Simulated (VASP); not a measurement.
A run of VASP 6.6.1 is set up as follows.

The input INCAR:

```
PREC     = Accurate       # precision mode
ENCUT    = 520            # plane-wave cutoff, eV
EDIFF    = 1E-7           # SCF threshold, eV
ISMEAR   = -1             # smearing method
SIGMA    = 0.01           # smearing width, eV
LREAL    = Auto         
LASPH    = T              # aspherical terms in the spheres
NELM     = 100            # most SCF steps
ALGO     = Normal         # electronic algorithm
ISIF     = 2              # what is computed and relaxed
LWAVE    = F              # write WAVECAR
LCHARG   = F              # write CHGCAR
GGA      = PE             # functional
NBANDS   = 130            # bands
NELECT   = 202.0        
LUSENCCL = F
```

KPOINTS

```
Automatic mesh
0
Gamma
  4 3 2
```

The input POSCAR:

```
GeB24N23
1.0
    0.0000000000      6.9906316600      4.3321824800
    3.7548963000      0.0000000000      6.4982737200
    5.0065284000     13.9812633200      0.0000000000
B Ge N
24 1 23
Direct
    0.0000243250      0.0000162167      0.2499878375
    0.0000243250      0.0000162167      0.4999878375
    0.0000243250      0.0000162167      0.7499878375
    0.0000243250      0.0000162167      0.9999878375
    0.0000243250      0.3333495500      0.2499878375
    0.0000243250      0.3333495500      0.4999878375
    0.0000243250      0.3333495500      0.7499878375
    0.0000243250      0.3333495500      0.9999878375
    0.0000243250      0.6666828833      0.2499878375
    0.0000243250      0.6666828833      0.4999878375
    0.0000243250      0.6666828833      0.7499878375
    0.0000243250      0.6666828833      0.9999878375
    0.5000243250      0.0000162167      0.2499878375
    0.5000243250      0.0000162167      0.4999878375
    0.5000243250      0.0000162167      0.7499878375
    0.5000243250      0.0000162167      0.9999878375
    0.5000243250      0.3333495500      0.2499878375
    0.5000243250      0.3333495500      0.4999878375
    0.5000243250      0.3333495500      0.7499878375
    0.5000243250      0.3333495500      0.9999878375
    0.5000243250      0.6666828833      0.2499878375
    0.5000243250      0.6666828833      0.4999878375
    0.5000243250      0.6666828833      0.7499878375
    0.5000243250      0.6666828833      0.9999878375
    0.3333256700      0.2222171133      0.0833371650
    0.3333256700      0.2222171133      0.3333371650
    0.3333256700      0.2222171133      0.5833371650
    0.3333256700      0.2222171133      0.8333371650
    0.3333256700      0.5555504467      0.0833371650
    0.3333256700      0.5555504467      0.3333371650
    0.3333256700      0.5555504467      0.5833371650
    0.3333256700      0.5555504467      0.8333371650
    0.3333256700      0.8888837800      0.0833371650
    0.3333256700      0.8888837800      0.3333371650
    0.3333256700      0.8888837800      0.5833371650
    0.3333256700      0.8888837800      0.8333371650
    0.8333256700      0.2222171133      0.0833371650
    0.8333256700      0.2222171133      0.3333371650
    0.8333256700      0.2222171133      0.5833371650
    0.8333256700      0.2222171133      0.8333371650
    0.8333256700      0.5555504467      0.0833371650
    0.8333256700      0.5555504467      0.3333371650
    0.8333256700      0.5555504467      0.5833371650
    0.8333256700      0.5555504467      0.8333371650
    0.8333256700      0.8888837800      0.0833371650
    0.8333256700      0.8888837800      0.3333371650
    0.8333256700      0.8888837800      0.5833371650
    0.8333256700      0.8888837800      0.8333371650
```

Potentials or basis: VASP PAW PBE potentials, release 64 (B, Ge_d, N).

The run is started by

```console
$ cat potpaw_PBE.64/B/POTCAR potpaw_PBE.64/Ge_d/POTCAR potpaw_PBE.64/N/POTCAR > POTCAR
$ mpirun -np 1 vasp_std > vasp.out
```

**Question.** What does it give for the largest force?

**Answer.** 25.394 eV/Å.

Forces on the atoms (eV/Å):
```
B    -0.082  -0.004   0.286
B    -0.049  -0.024   0.068
B     0.301   0.002  -0.139
B     0.096  -0.022  -0.063
B    21.940  -0.001 -12.651
B    -0.113  -0.029   0.048
B    -0.103   0.005  -0.387
B     0.046   0.212  -0.001
B    -0.272  -0.005  -0.064
B    -0.052  -0.015   0.040
B     0.239   0.005   0.293
B     0.074   0.041  -0.033
B    -0.040  -0.210   0.067
B    -0.163  -0.005   0.037
B     0.107   0.029   0.024
B   -21.904   0.002 -12.736
B    -0.092  -0.041  -0.016
B    -0.498  -0.001   0.106
B     0.052   0.067  -0.056
B     0.093   0.001  25.394
B    -0.077  -0.011   0.086
B    -0.237  -0.002   0.396
B     0.049   0.005  -0.044
B     0.657   0.004  -0.368
Ge    0.001  -0.001  -0.105
N     0.119   0.167  -0.005
N     0.055   0.000   0.016
N    -0.120  -0.171   0.032
N     0.649   0.001   1.712
N     0.076   0.010  -0.035
N    -0.030  -0.002  -0.136
N    -0.052  -0.051   0.056
N    -1.165  -0.001  -1.444
N     0.052   0.053  -0.065
N    -0.025   0.002   0.078
N    -0.074  -0.008   0.021
N     0.000  -0.005  -0.009
N     1.314   0.003  -1.653
N    -0.001   0.001  -0.006
N    -0.824  -0.003   1.899
N     0.063  -0.149   0.002
N     2.035   0.004  -0.340
N     0.018   0.014   0.008
N    -0.226  -0.008   0.114
N    -0.062   0.145   0.025
N     0.289   0.008  -0.187
N    -0.018  -0.006  -0.015
N    -2.043  -0.004  -0.249
```

Caveat: the cell carries a net charge on a neutralising background, which shifts energy and pressure.
